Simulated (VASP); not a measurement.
# BiSbS (P-6m2) in VASP: single point with PBE

Aim: the single point of BiSbS with PBE.

Program: VASP 6.6.1. These are calculated values, not measurements. Logs are shortened: lines on timing, memory, paths and dates and some standing lists are left out, and cuts for length are marked.

## (1) The cell of the first run

Symmetry: P-6m2, No. 187, hexagonal system. Conventional cell: a = 5.332 Å, b = 5.332 Å, c = 3.122 Å, α = 90.00°, β = 90.00°, γ = 120.00°. Within 4.1 Å of Sb (site symmetry -6m2) lie 3 Bi at 3.08 Å and 2 Sb at 3.12 Å and 6 S at 3.45 Å. Bi (site symmetry -6m2) has 3 Sb at 3.08 Å and 2 Bi at 3.12 Å and 6 S at 3.45 Å within 4.1 Å. Within 4.1 Å of S (site symmetry -6m2) lie 2 S at 3.12 Å and 6 Sb at 3.45 Å and 6 Bi at 3.45 Å.

## (2) Single point, PBE

POSCAR

```
BiSbS
1.0
    5.3322707448      0.0000000000      0.0000000000
   -2.6661353724      4.6178819249      0.0000000000
    0.0000000000      0.0000000000      3.1217498641
Sb Bi S
1 1 1
Direct
    0.3333333333      0.6666666667      0.5000000000
    0.6666666667      0.3333333333      0.5000000000
    0.0000000000      0.0000000000      0.0000000000
```

INCAR.step1

```
SYSTEM = BiSbS
ALGO = Normal
EDIFF = 1E-7
ENCUT = 520
GGA = PE
ISIF = 2
ISMEAR = 0
LASPH = .TRUE.
LCHARG = .TRUE.
LREAL = .FALSE.
LWAVE = .FALSE.
NBANDS = 20
NELM = 100
PREC = Accurate
SIGMA = 0.1
```

KPOINTS.step1

```
k-points
0
G
  12 12 14
  0 0 0
```

INCAR.step2

```
SYSTEM = BiSbS
ALGO = Normal
EDIFF = 1E-7
ENCUT = 520
GGA = PE
ICHARG = 11
ISIF = 2
ISMEAR = -5
LASPH = .TRUE.
LCHARG = .FALSE.
LORBIT = 10
LREAL = .FALSE.
LWAVE = .FALSE.
NBANDS = 20
NEDOS = 1001
NELM = 100
PREC = Accurate
SIGMA = 0.1
```

KPOINTS.step2

```
k-points
0
G
  18 18 21
  0 0 0
```

Potentials or basis: VASP PAW PBE potentials, release 64 (Sb, Bi_d, S).

On the command line:

```console
> cat potpaw_PBE.64/Sb/POTCAR potpaw_PBE.64/Bi_d/POTCAR potpaw_PBE.64/S/POTCAR > POTCAR
> cp INCAR.step1 INCAR
> cp KPOINTS.step1 KPOINTS
> mpirun -np 1 vasp_std > vasp.out
> cp INCAR.step2 INCAR
> cp KPOINTS.step2 KPOINTS
> mpirun -np 1 vasp_std > vasp.out
```

OUTCAR:

```text
SYSTEM = BiSbS
   EDIFF = 1E-7
   ENCUT = 520
   GGA = PE
   ICHARG = 11
   ISIF = 2
   ISMEAR = -5
   LASPH = .TRUE.
   LORBIT = 10
   LREAL = .FALSE.
   NELM = 100
   PREC = Accurate

 ion  position               nearest neighbor table
   1  0.333  0.667  0.500-   2 3.08   2 3.08   2 3.08
   2  0.667  0.333  0.500-   1 3.08   1 3.08   1 3.08
   3  0.000  0.000  0.000-

  LATTYP: Found a hexagonal cell.
 ALAT       =     5.3322707448
 C/A-ratio  =     0.5854447408

  Lattice vectors:

 A1 = (   5.3322707448,   0.0000000000,   0.0000000000)
 A2 = (  -2.6661353724,   4.6178819249,   0.0000000000)
 A3 = (   0.0000000000,   0.0000000000,   3.1217498641)

Analysis of symmetry for initial positions (statically):
=====================================================================
 Subroutine PRICEL returns:
 Original cell was already a primitive cell.

 Routine SETGRP: Setting up the symmetry group for a
 hexagonal supercell.

 Subroutine GETGRP returns: Found 12 space group operations
 (whereof 12 operations were pure point group operations)
 out of a pool of 24 trial point group operations.

The static configuration has the point symmetry D_3h.

Analysis of symmetry for dynamics (positions and initial velocities):
=====================================================================
 Subroutine PRICEL returns:
 Original cell was already a primitive cell.

 Routine SETGRP: Setting up the symmetry group for a
 hexagonal supercell.

 Subroutine GETGRP returns: Found 12 space group operations
 (whereof 12 operations were pure point group operations)
 out of a pool of 24 trial point group operations.

The dynamic configuration has the point symmetry D_3h.

 Subroutine INISYM returns: Found 12 space group operations
 (whereof 12 operations are pure point group operations),
 and found     1 'primitive' translations

----------------------------------------------------------------------------------------

                                     Primitive cell

  volume of cell :      76.8693

  direct lattice vectors                    reciprocal lattice vectors
     5.332270745  0.000000000  0.000000000     0.187537364  0.108274748  0.000000000
    -2.666135372  4.617881925  0.000000000     0.000000000  0.216549495  0.000000000
     0.000000000  0.000000000  3.121749864     0.000000000  0.000000000  0.320333160

  length of vectors
     5.332270745  5.332270745  3.121749864     0.216549495  0.216549495  0.320333160

  position of ions in fractional coordinates (direct lattice)
     0.333333333  0.666666667  0.500000000
     0.666666667  0.333333333  0.500000000
     0.000000000  0.000000000  0.000000000

  ion indices of the primitive-cell ions
   primitive index   ion index
                 1           1
                 2           2
                 3           3

----------------------------------------------------------------------------------------

 KPOINTS: k-points

Automatic generation of k-mesh.
 Grid dimensions read from file:
 generate k-points for:   18   18   21

 Generating k-lattice:

  Cartesian coordinates                     Fractional coordinates (reciprocal lattice)
     0.010418742  0.006015264  0.000000000     0.055555556  0.000000000  0.000000000
     0.000000000  0.012030528  0.000000000     0.000000000  0.055555556  0.000000000
     0.000000000  0.000000000  0.015253960     0.000000000  0.000000000  0.047619048

  Length of vectors
     0.012030528  0.012030528  0.015253960

  Shift w.r.t. Gamma in fractional coordinates (k-lattice)
     0.000000000  0.000000000  0.000000000

 TETIRR: Found   6759 inequivalent tetrahedra from    40824

 Subroutine IBZKPT returns following result:
 ===========================================

 Found    407 irreducible k-points:

 Following reciprocal coordinates:
            Coordinates               Weight
  0.000000  0.000000  0.000000      1.000000
  0.055556  0.000000  0.000000      6.000000
  0.111111  0.000000  0.000000      6.000000
  0.166667  0.000000  0.000000      6.000000
  0.222222  0.000000  0.000000      6.000000
  0.277778  0.000000  0.000000      6.000000
[... 16 lines left out ...]
  0.333333  0.111111  0.000000     12.000000
  0.388889  0.111111  0.000000     12.000000
 [... further k-points ...]
   k-points           NKPTS =    407   k-points in BZ     NKDIM =    407   number of bands    NBANDS=     20
   number of dos      NEDOS =   1001   number of ions     NIONS =      3
   total plane-waves  NPLWV =  38400
   dimension x,y,z NGX =    40 NGY =   40 NGZ =   24
   dimension x,y,z NGXF=    80 NGYF=   80 NGZF=   48
   ions per type =               1   1   1
   NGX,Y,Z   is equivalent  to a cutoff of  12.47, 12.47, 12.78 a.u.
   NGXF,Y,Z  is equivalent  to a cutoff of  24.94, 24.94, 25.56 a.u.
 SYSTEM =  BiSbS
   PREC   = accura    normal or accurate (medium, high low for compatibility)
   ISTART =      0    job   : 0-new  1-cont  2-samecut
   ICHARG =     11    charge: 1-file 2-atom 10-const
   ISPIN  =      1    spin polarized calculation?
   LNONCOLLINEAR =      F non collinear calculations
   LSORBIT =      F    spin-orbit coupling
   LASPH  =      T    aspherical Exc in radial PAW
   ENCUT  =  520.0 eV  38.22 Ry    6.18 a.u.   9.91  9.91  5.80*2*pi/ulx,y,z
   NELM   =    100;   NELMIN=  2; NELMDL=  0     # of ELM steps
   EDIFF  = 0.1E-06   stopping-criterion for ELM
   LREAL  =      F    real-space projection
   EDIFFG = 0.1E-05   stopping-criterion for IOM
   NSW    =      0    number of steps for IOM
   IBRION =     -1    ionic relax: 0-MD 1-quasi-New 2-CG
   NFREE  =      0    steps in history (QN), initial steepest desc. (CG)
   ISIF   =      2    stress and relaxation
   ISYM   =      2    0-nonsym 1-usesym 2-fastsym
   POTIM  = 0.5000    time-step for ionic-motion
   TEBEG  =    0.0;   TEEND  =   0.0 temperature during run
   PSTRESS=    0.0 pullay stress
   NELECT =      26.0000    total number of electrons
   NUPDOWN=      -1.0000    fix difference up-down
   EMIN   =  10.00;   EMAX   =-10.00  energy-range for DOS
   EFERMI =   0.00;   METHOD = LEGACY
   ISMEAR =    -5;   SIGMA  =   0.10  broadening in eV -4-tet -1-fermi 0-gaus
   EFERMI_NEDOS =   21; number of points for ismear=-14 and -15
   IALGO  =     38    algorithm
   IMIX   =      4    mixing-type and parameters
     AMIX     =   0.40;   BMIX     =  1.00
     AMIX_MAG =   1.60;   BMIX_MAG =  1.00
  volume/ion in A,a.u.               =      25.62       172.91
  Fermi-wavevector in a.u.,A,eV,Ry     =   1.140639  2.155495 17.701962  1.301057
  Thomas-Fermi vector in A             =   2.277341
   LORBIT       =     10    0 simple, 1 ext, 2 COOP (PROOUT), +10 PAW based schemes
   GGA     = PE    functional components
   LHFCALC =     F    Hartree Fock is set to
   AEXX    =    0.0000 exact exchange contribution
   IVDW    =     0    specifies the selected vdW correction
   LEPSILON=     F    determine dielectric tensor
   LRPA    =     F    only Hartree local field effects (RPA)
 non-spin polarized calculation
 Fermi weights with tetrahedron method with Bloechl corrections
  energy-cutoff  :      520.00
  volume of cell :       76.87
 maximum number of plane-waves:      2100
 NGX is ok and might be reduce to    40

 number of electron      26.0000000 magnetization

 Free energy of the ion-electron system (eV)
  ---------------------------------------------------
  ext. energy  EPLUGINS =         0.00000000
  ---------------------------------------------------
  free energy    TOTEN  =       -11.12942069 eV

  energy without entropy =      -11.12942069  energy(sigma->0) =      -11.12942069

 E-fermi :   7.0898     XC(G=0): -10.2248

 val. band max:        7.1443752954   @ k =   0.2222   0.1667   0.0952
 cond. band min:       7.0476906868   @ k =   0.4444   0.0000   0.1905
 fundamental gap:     -0.0966846085
 Fermi energy:         7.0898464957

 k-point     1 :       0.0000    0.0000    0.0000
  band No.  band energies     occupation
      1     -16.0310      2.00000
      2     -15.8095      2.00000
      3     -15.8095      2.00000
      4     -15.7175      2.00000
      5     -15.7175      2.00000
      6      -6.5404      2.00000
[... 12 lines left out ...]
     19      17.4182      0.00000
     20      18.1598      0.00000

 k-point     2 :       0.0556    0.0000    0.0000
  band No.  band energies     occupation
      1     -16.0309      2.00000
      2     -15.8095      2.00000
      3     -15.8094      2.00000
      4     -15.7175      2.00000
      5     -15.7175      2.00000
      6      -6.5223      2.00000
[... 12 lines left out ...]
     19      17.5155      0.00000
     20      18.0777      0.00000

 k-point     3 :       0.1111    0.0000    0.0000
  band No.  band energies     occupation
      1     -16.0308      2.00000
      2     -15.8096      2.00000
      3     -15.8091      2.00000
      4     -15.7175      2.00000
      5     -15.7175      2.00000
      6      -6.4683      2.00000
[... 12 lines left out ...]
     19      17.6884      0.00000
     20      17.8008      0.00000

 k-point     4 :       0.1667    0.0000    0.0000
  band No.  band energies     occupation
      1     -16.0306      2.00000
      2     -15.8098      2.00000
      3     -15.8087      2.00000
      4     -15.7175      2.00000
      5     -15.7175      2.00000
      6      -6.3791      2.00000
[... 429 lines left out ...]
 k-point    23 :       0.3333    0.1111    0.0000
  band No.  band energies     occupation
      1     -16.0296      2.00000
      2     -15.8104      2.00000
      3     -15.8070      2.00000
      4     -15.7177      2.00000
      5     -15.7175      2.00000
      6      -5.6832      2.00000
[... 12 lines left out ...]
     19      15.0017      0.00000
     20      15.8083      0.00000

 k-point    24 :       0.3889    0.1111    0.0000
  band No.  band energies     occupation
      1     -16.0295      2.00000
      2     -15.8105      2.00000
      3     -15.8068      2.00000
      4     -15.7177      2.00000
      5     -15.7175      2.00000
      6      -5.5007      2.00000
[... 12 lines left out ...]
     19      15.1247      0.00000
     20      15.6813      0.00000

 [... further k-points ...]

------------------------ aborting loop because EDIFF is reached ----------------------------------------

  FORCE on cell =-STRESS in cart. coord.  units (eV):
  Direction    XX          YY          ZZ          XY          YZ          ZX
  --------------------------------------------------------------------------------------
  -------------------------------------------------------------------------------------
  Total       -0.1247501     -0.1247501      0.0242151      0.0000000     -0.0000000      0.0000000
  in kB       -2.6001505     -2.6001505      0.5047130      0.0000000     -0.0000000      0.0000000
  external PRESSURE =      -1.5651960 kB  Pullay stress =       0.0000000 kB

 VOLUME and BASIS-vectors are now :
 -----------------------------------------------------------------------------
  energy-cutoff  :      520.00
  volume of cell :       76.87
      direct lattice vectors                 reciprocal lattice vectors
     5.332270745  0.000000000  0.000000000     0.187537364  0.108274748  0.000000000
    -2.666135372  4.617881925  0.000000000     0.000000000  0.216549495  0.000000000
     0.000000000  0.000000000  3.121749864     0.000000000  0.000000000  0.320333160

 POSITION                                       TOTAL-FORCE (eV/Angst)
 -----------------------------------------------------------------------------------
     -0.00000      3.07859      1.56087         0.000000      0.000000      0.000000
      2.66614      1.53929      1.56087         0.000000     -0.000000      0.000000
      0.00000      0.00000      0.00000         0.000000      0.000000      0.000000
 -----------------------------------------------------------------------------------
    total drift:                               -0.005799      0.003348      0.000000

  FREE ENERGIE OF THE ION-ELECTRON SYSTEM (eV)
  ---------------------------------------------------
  free  energy   TOTEN  =       -11.1294206862 eV

  energy  without entropy=      -11.1294206862  energy(sigma->0) =      -11.12942069

 total charge

# of ion       s       p       d       tot
------------------------------------------
    1        1.234   1.056   0.037   2.328
    2        1.552   1.244   9.939  12.735
    3        1.391   2.179   0.000   3.571
--------------------------------------------------
tot          4.177   4.480   9.976  18.633
```

It took 6.9 min on 1 thread of AMD EPYC 7R13 (Zen 3), shared host; peak memory 0.68 GiB.

Results:

| Property | Result |
| --- | --- |
| Valence electrons inside the program's atomic spheres | Sb 2.33; Bi 12.73; S 3.57 |

Caveat: spin-orbit coupling is left out, which moves the levels of the heavy elements.
